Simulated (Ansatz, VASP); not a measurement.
## InP in VASP and in Ansatz

```
In P
1.0
     0.00000    2.93447    2.93447
     2.93447    0.00000    2.93447
     2.93447    2.93447    0.00000
In P
1 1
Direct
  0.00000 0.00000 0.00000
  0.25000 0.25000 0.25000
```

Alike in both runs: task single point; functional PBEsol; k mesh 14 × 14 × 14; occupations gaussian, width 0.05 eV; no spin polarisation.

|  | VASP | Ansatz |
| --- | --- | --- |
| version | VASP 6.6.1 | Ansatz 0.2.0 |
| potentials or method | VASP PAW PBE potentials, release 64 (In_d, P), cutoff 520 eV | scalar-relativistic, plane waves, PAW |
| valence electrons in the cell | 18 | 18 |

|  | VASP | Ansatz | Ansatz less VASP |
| --- | --- | --- | --- |
| gap on the k mesh at the Fermi level (eV) | 0.59 | 0.60 | +0.001 |
| least direct gap on the mesh (eV) | 0.59 | 0.60 | +0.001 |
| pressure (GPa) | 0.3 | 0.3 | +0.02 |

VASP's potentials were made for PBE, not for PBEsol.
